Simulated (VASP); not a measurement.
Here is a VASP 6.6.1 calculation.

The input INCAR:

```
SYSTEM = Si8GeSb3S2
PREC = Accurate
ENCUT = 520
EDIFF = 1E-7
ISMEAR = -1
SIGMA = 0.1637
LREAL = .False.
LASPH = .True.
NELM = 100
ALGO = Normal
ISIF = 2
LWAVE = .False.
LCHARG = .False.
GGA = PE
IVDW = 12
NBANDS = 50
ISYM = 0
```

The input KPOINTS:

```
Automatic mesh
0
Gamma
  1 1 1
  0.25 0.25 0.25
```

The input POSCAR:

```
Si8GeSb3S2
1.0
    6.9844320000     -0.0408370000     -0.0068710000
   -0.0408370000      6.8442120000     -0.2202700000
   -0.0068710000     -0.2202700000      7.0988770000
Ge S Sb Si
1 2 3 8
Direct
    0.4519784083      0.4929580342      0.7408718886
    0.6254884702      0.6560225939      0.4409390144
    0.3061945890      0.4495082325      0.1849392575
    0.9994215390      0.3336463773      0.5502345389
    0.1393100341      0.0970920247      0.0828864424
    0.9187989459      0.9060312076      0.3177358280
    0.3195857492      0.8026531561      0.2861281136
    0.5658323224     -0.1830168035      0.0445694048
    1.1212392780      0.7574852529      0.6342698024
    0.7198885223      0.1329652450      0.1389214954
    0.4591023031      0.1811723883      0.4922543853
    0.7364282310     -0.1351741722      0.6971343754
    0.3329900469      1.0072596282      0.7663917903
    0.7717260980      0.5269870485      1.0296731395
```

Potentials or basis: VASP PAW PBE potentials, release 64 (Ge_d, S, Sb, Si).

The run is started by

```bash
$ cat potpaw_PBE.64/Ge_d/POTCAR potpaw_PBE.64/S/POTCAR potpaw_PBE.64/Sb/POTCAR potpaw_PBE.64/Si/POTCAR > POTCAR
$ mpirun -np 1 vasp_std > vasp.out
```

Question: Predict the largest force.

Answer: 2.964 eV/Å.

Question: Estimate the pressure.

Answer: -4.5 GPa.

Question: Estimate the dispersion energy per atom.

Answer: -0.369 eV.

Stress tensor (GPa, compression positive):
```
-3.12  2.00  2.89
 2.00 -5.06 -0.07
 2.89 -0.07 -5.26
```

Caveat: the k points lie up to 0.92 Å⁻¹ apart.
